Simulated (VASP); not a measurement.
C35N (a cell with a defect) (Graphite 2H): electric field gradients with PBE

The system is C35N (a cell with a defect) (Graphite 2H).

```
CELL_PARAMETERS angstrom
7.41000 0.00000 0.00000
-3.70500 6.41725 0.00000
0.00000 0.00000 6.79000
ATOMIC_POSITIONS crystal
N 0.00000 0.00000 0.00000
C 0.00000 0.33333 0.00000
C 0.00000 0.66667 0.00000
C 0.33333 0.00000 0.00000
C 0.33333 0.33333 0.00000
C 0.33333 0.66667 0.00000
C 0.66667 0.00000 0.00000
C 0.66667 0.33333 0.00000
C 0.66667 0.66667 0.00000
C 0.00000 0.00000 0.50000
C 0.00000 0.33333 0.50000
C 0.00000 0.66667 0.50000
C 0.33333 0.00000 0.50000
C 0.33333 0.33333 0.50000
C 0.33333 0.66667 0.50000
C 0.66667 0.00000 0.50000
C 0.66667 0.33333 0.50000
C 0.66667 0.66667 0.50000
C 0.11111 0.22222 0.00500
C 0.11111 0.55556 0.00500
C 0.11111 0.88889 0.00500
C 0.44444 0.22222 0.00500
C 0.44444 0.55556 0.00500
C 0.44444 0.88889 0.00500
C 0.77778 0.22222 0.00500
C 0.77778 0.55556 0.00500
C 0.77778 0.88889 0.00500
C 0.22222 0.11111 0.50500
C 0.22222 0.44444 0.50500
C 0.22222 0.77778 0.50500
C 0.55556 0.11111 0.50500
C 0.55556 0.44444 0.50500
C 0.55556 0.77778 0.50500
C 0.88889 0.11111 0.50500
C 0.88889 0.44444 0.50500
C 0.88889 0.77778 0.50500
```

```
Program                : VASP 6.6.1
Task                   : electric field gradients
Functional             : PBE
Potentials or basis    : VASP PAW PBE potentials, release 64 (N, C)
Cutoff                 : 520 eV
k mesh                 : 3 × 3 × 3
Occupations            : fermi-dirac, width 0.01 eV
Spin                   : no spin polarisation
Dipole correction      : no
Charge                 : 1
Further INCAR settings : LREAL = Auto; ALGO = Normal; EDIFF = 1e-08; NBANDS = 96; NELECT = 144.0
```

* Largest force: 0.750 eV/Å

Forces on the atoms (eV/Å):
```
N    0.000  0.000  0.495
C   -0.099 -0.454  0.546
C   -0.442  0.141  0.546
C   -0.344  0.312  0.546
C    0.099 -0.454  0.546
C    0.000  0.000  0.565
C    0.344  0.312  0.546
C    0.000  0.000  0.564
C    0.442  0.141  0.546
C    0.000  0.000  0.574
C    0.007  0.020  0.573
C    0.020 -0.004  0.573
C    0.014 -0.016  0.573
C   -0.007  0.020  0.573
C    0.000  0.000  0.574
C   -0.014 -0.016  0.573
C    0.000  0.000  0.574
C   -0.020 -0.004  0.573
C    0.000 -0.533 -0.528
C    0.320  0.185 -0.545
C   -0.462  0.266 -0.528
C    0.034  0.019 -0.562
C   -0.320  0.185 -0.545
C    0.000 -0.370 -0.545
C   -0.034  0.019 -0.562
C    0.000 -0.039 -0.562
C    0.462  0.266 -0.528
C    0.019  0.011 -0.575
C    0.000 -0.004 -0.573
C   -0.004  0.002 -0.573
C    0.000 -0.014 -0.569
C   -0.012  0.007 -0.569
C    0.004  0.002 -0.573
C   -0.019  0.011 -0.575
C    0.012  0.007 -0.569
C    0.000 -0.021 -0.575
```

Levels at points of the mesh, in eV from the Fermi level:
| k point | band 69 | band 70 | band 71 | band 72 | band 73 | band 74 | band 75 | band 76 |
| --- | --- | --- | --- | --- | --- | --- | --- | --- |
| (0.00, 0.00, 0.00) | -1.07 | -0.54 | -0.21 | -0.21 | 0.18 | 0.18 | 0.46 | 0.74 |

Electric field gradients, principal values (V/Å²):
```
atom    least   middle  greatest (by size)
 1 N   19.995   19.999             -39.993
 2 C  -10.478  -17.485              27.963
 3 C  -10.479  -17.484              27.963
 4 C  -10.479  -17.484              27.963
 5 C  -10.479  -17.484              27.963
 6 C  -16.255  -16.255              32.510
 7 C  -10.478  -17.485              27.963
 8 C  -14.560  -14.560              29.120
 9 C  -10.479  -17.484              27.963
10 C  -16.656  -16.659              33.314
11 C  -16.390  -16.549              32.939
12 C  -16.389  -16.550              32.939
13 C  -16.389  -16.550              32.939
14 C  -16.389  -16.549              32.938
15 C  -16.978  -16.978              33.955
16 C  -16.390  -16.549              32.939
17 C  -17.066  -17.066              34.132
18 C  -16.389  -16.549              32.938
19 C   13.775   17.556             -31.331
20 C  -11.723  -15.065              26.788
21 C   13.775   17.556             -31.331
22 C  -15.642  -16.799              32.441
23 C  -11.724  -15.064              26.788
24 C  -11.723  -15.065              26.788
25 C  -15.644  -16.797              32.442
26 C  -15.642  -16.799              32.441
27 C   13.775   17.556             -31.331
28 C  -16.332  -16.675              33.006
29 C  -16.556  -16.624              33.180
30 C  -16.554  -16.626              33.180
31 C  -16.488  -16.596              33.083
32 C  -16.487  -16.597              33.084
33 C  -16.556  -16.624              33.180
34 C  -16.331  -16.674              33.006
35 C  -16.488  -16.596              33.083
36 C  -16.332  -16.675              33.006
```

It took 13 min on 1 thread of Oxide Virtual Turin-like Processor, on a shared host, peak memory 0.4 GiB.

Caveat: the cell carries a net charge on a neutralising background, which shifts energy and pressure; the cell is charged against a uniform background, so pressure and absolute levels hang on convention; without QUAD_EFG the Cq values of the log hold for a quadrupole moment of 1 mb, not for the nuclei.
